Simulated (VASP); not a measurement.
Write the native input for VASP 6.6.1 that does the following.

- Task: single point
- Functional: PBEsol
- Potentials or basis: VASP PAW PBE potentials, release 64 (Al, Ru_pv)
- Cutoff: 520 eV
- k mesh: 16 × 16 × 16
- Occupations: gaussian, width 0.15 eV
- Spin: no spin polarisation
- Dipole correction: no
- Further INCAR settings: ALGO = Fast; EDIFF = 1e-06; NBANDS = 16

The structure of AlRu lies in POSCAR:

```
AlRu
1.0
    3.0813480000      0.0000000000      0.0000000000
    0.0000000000      2.9916000000      0.0000000000
    0.0000000000      0.0000000000      2.9916000000
Al Ru
1 1
Direct
    0.0000000000      0.0000000000      0.0000000000
    0.5000000000      0.5000000000      0.5000000000
```

This cell differs from its parent crystal: strain +0.0300 x Voigt [1, 0, 0, 0, 0, 0].

These files were run (other wordings do the same):

INCAR

```
SYSTEM = AlRu
ALGO     = Fast           ! electronic algorithm
EDIFF    = 1E-6           ! SCF threshold, eV
ENCUT    = 520            ! plane-wave cutoff, eV
GGA      = PS             ! functional
ISIF     = 2              ! what is computed and relaxed
ISMEAR   = 0              ! smearing method
LASPH    = .True.         ! aspherical terms in the spheres
LCHARG   = .False.        ! write CHGCAR
LREAL    = .False.        ! projectors in reciprocal space
LWAVE    = .False.        ! write WAVECAR
NBANDS   = 16             ! bands
NELM     = 80             ! most SCF steps
PREC     = Accurate       ! precision mode
SIGMA    = 0.15           ! smearing width, eV
```

KPOINTS

```
k-points
0
Gamma
  16 16 16
  0 0 0
```

Potentials or basis: VASP PAW PBE potentials, release 64 (Al, Ru_pv).

The run is started by

```sh
$ cat potpaw_PBE.64/Al/POTCAR potpaw_PBE.64/Ru_pv/POTCAR > POTCAR
$ mpirun -np 1 vasp_std > vasp.out
```

It gave:

```
Pressure               : -8.9 GPa
Band gap on the k mesh : zero (an odd number of electrons rules out a gap without spin polarisation)
```

Caveat: the cell differs from its parent crystal (strain +0.0300 x Voigt [1, 0, 0, 0, 0, 0]); the cell stands under tension; the PAW data sets were made with another functional, which shifts forces and pressure a little.

Run time: 78 s on 1 thread of AMD EPYC 9R45 96-Core Processor (Zen 5), with other jobs on the host, peak memory 0.25 GiB.
